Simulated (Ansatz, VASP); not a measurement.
Sb2Se3: VASP beside Ansatz

INCAR

```
SYSTEM = Sb2Se3
ALGO     = Normal         ! electronic algorithm
EDIFF    = 1E-7           ! SCF threshold, eV
EDIFFG   = -0.08          ! ionic threshold
ENCUT    = 500            ! plane-wave cutoff, eV
GGA      = PE             ! functional
GGA_COMPAT= .False.      
IBRION   = 2              ! ionic algorithm
ISIF     = 3              ! what is computed and relaxed
ISMEAR   = 0              ! smearing method
LASPH    = .True.         ! aspherical terms in the spheres
LCHARG   = .False.        ! write CHGCAR
LREAL    = .False.        ! projectors in reciprocal space
LWAVE    = .False.        ! write WAVECAR
NELM     = 120            ! most SCF steps
NELMIN   = 4            
NSW      = 36             ! ionic steps
PREC     = Accurate       ! precision mode
SIGMA    = 0.15           ! smearing width, eV
```

Contents of KPOINTS:

```
k-points
0
Gamma
  3 3 1
  0 0 0
```

The input POSCAR:

```
Sb2Se3
1.0
    2.3449633600     -3.0778519900      0.0000000000
    2.3449633600      3.0778519900      0.0000000000
    0.0000000000      0.0000000000     10.5273601200
Sb Se
2 3
Direct
    0.5000000000      0.5000000000      0.5000000000
    0.0000000000      0.0000000000      0.0000000000
    0.0000000000      0.0000000000      0.7439860700
    0.0000000000      0.0000000000      0.2560139300
    0.0000000000      0.0000000000      0.5000000000
```

Input for Ansatz:

```yaml
crystal:
  lattice:
    - [2.34496336, -3.07785199, 0.0]
    - [2.34496336, 3.07785199, 0.0]
    - [0.0, 0.0, 10.52736012]
  atoms:
    - { symbol: Sb, position: [0.5, 0.5, 0.5] }
    - { symbol: Sb, position: [0.0, 0.0, 0.0] }
    - { symbol: Se, position: [0.0, 0.0, 0.74398607] }
    - { symbol: Se, position: [0.0, 0.0, 0.25601393] }
    - { symbol: Se, position: [0.0, 0.0, 0.5] }
basis:
  ecutwfc: 420
kpoints:
  mp_grid: { grid: [3, 3, 1] }
hamiltonian:
  xc: pbe
scf:
  occupations: { method: gaussian, width: 0.15 }
  lower_state_search: "off"
output:
  forces: true
  stress: true
  eigenvalues: true
relax:
  adjacent_minimum: "off"
  f_tol: 0.08
  max_steps: 16
  cell: { stress_tol: 0.8 }
```

Alike in both runs: task relaxation of cell and atoms; functional PBE; k mesh 3 × 3 × 1; occupations gaussian, width 0.15 eV; no spin polarisation.

|  | VASP | Ansatz |
| --- | --- | --- |
| version | VASP 6.6.1 | Ansatz 0.2.0 |
| potentials or method | VASP PAW PBE potentials, release 64 (Sb, Se), cutoff 500 eV | scalar-relativistic, plane waves, PAW |
| valence electrons in the cell | 28 | 78 |

|  | VASP | Ansatz | Ansatz less VASP |
| --- | --- | --- | --- |
| relaxed volume (Å³/atom) | 35.60 | 41.34 | +5.746 |
| relaxed length of the cell vector where the two differ most in proportion (Å) | 3.722 | 4.051 | +0.3291 |

One of these differences is far larger than is usual between the two programs; its cause wasn't traced. VASP's potentials hold 28 valence electrons a cell and Ansatz's 78, so a difference there can come from the potentials and not from the codes.

The k mesh is coarse, so the values compare programs but aren't converged. Spin-orbit coupling is off throughout. Noted on VASP's run: the volume moved by over 15 % at a fixed basis, so the end points are rough.
